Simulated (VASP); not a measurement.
Pt:

```xyz
2
Lattice="2.5805 0.0000 0.0000 -1.2902 2.2348 0.0000 0.0000 0.0000 4.4558" Properties=species:S:1:pos:R:3 pbc="T T T"
Pt    1.2902    0.7449    3.3419
Pt    0.0000    1.4898    1.1140
```

Base run:

| Item | Value |
| --- | --- |
| Program | VASP 6.6.1 |
| Functional | LDA |
| Potentials or basis | VASP PAW LDA potentials, release 64 (Pt) |
| Cutoff | 520 eV |
| k mesh | 21 × 21 × 10 |
| Occupations | gaussian, width 0.15 eV |
| Spin | collinear spin, ferromagnetic start |
| Starting moments | [0.2, 0.2] μB |
| Fixed moment | 0.4 μB |

Its results: pressure 66.3 GPa; site moments Pt +0.20 μB.

**Question.** The run is repeated on the same cell with these changes: fixed moment from 0.4 μB to 0.9 μB; moments at the start from [0.2, 0.2] to [0.45, 0.45]. What comes out?

**Answer.** Pressure 67.6 GPa; site moments Pt +0.44 μB.

Caveats: the total moment is fixed, so each spin has its own Fermi level.
